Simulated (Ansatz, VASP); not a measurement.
**Two plane-wave programs on As**

INCAR

```
SYSTEM = As
PREC = Accurate
ENCUT = 600
EDIFF = 1E-6
ISMEAR = 0
SIGMA = 0.1
LREAL = .False.
LASPH = .True.
NELM = 60
ALGO = Normal
ISIF = 3
LWAVE = .False.
LCHARG = .False.
GGA = PE
IBRION = 2
NSW = 100
EDIFFG = -0.01
```

File KPOINTS:

```
Automatic mesh
0
Gamma
  10 10 10
  0 0 0
```

File POSCAR:

```
As
1.0
    0.0000000000      3.9035094233      3.9035094233
    3.9035094233      0.0000000000      3.9035094233
    3.9035094233      3.9035094233      0.0000000000
As
4
Direct
    0.1250000000      0.1250000000      0.1250000000
    0.1250000000      0.1250000000      0.6250000000
    0.1250000000      0.6250000000      0.1250000000
    0.6250000000      0.1250000000      0.1250000000
```

Input for Ansatz:

```yaml
crystal:
  lattice:
    - [0.0, 3.9035094233, 3.9035094233]
    - [3.9035094233, 0.0, 3.9035094233]
    - [3.9035094233, 3.9035094233, 0.0]
  atoms:
    - { symbol: As, position: [0.125, 0.125, 0.125] }
    - { symbol: As, position: [0.125, 0.125, 0.625] }
    - { symbol: As, position: [0.125, 0.625, 0.125] }
    - { symbol: As, position: [0.625, 0.125, 0.125] }
basis:
  ecutwfc: 420
kpoints:
  mp_grid: { grid: [10, 10, 10] }
hamiltonian:
  xc: pbe
scf:
  occupations: { method: gaussian, width: 0.1 }
output:
  forces: true
  stress: true
  eigenvalues: true
  write_density: true
  write_potential: true
  elf: true
  volumetric_format: npy
relax:
  adjacent_minimum: "off"
  f_tol: 0.01
  max_steps: 80
  cell: { stress_tol: 0.05 }
```

Alike in both runs: task relaxation of cell and atoms; functional PBE; k mesh 10 × 10 × 10; occupations gaussian, width 0.1 eV; no spin polarisation.

```csv
,VASP,Ansatz
version,VASP 6.6.1,Ansatz 0.2.0
potentials or method,"VASP PAW PBE potentials, release 64 (As), cutoff 600 eV","scalar-relativistic, plane waves, PAW"
valence electrons in the cell,20,60
```

```csv
,VASP,Ansatz,Ansatz less VASP
"gap on the k mesh at the Fermi level, each at its own relaxed structure (eV)",none,none,-
relaxed volume (Å³/atom),28.76,28.72,-0.033
relaxed length of the cell vector where the two differ most in proportion (Å),5.459,5.457,-0.0021
```

A gap of «none» marks a metal or a gap that the smearing closes. VASP's potentials hold 20 valence electrons a cell and Ansatz's 60, so a difference there can come from the potentials and not from the codes.
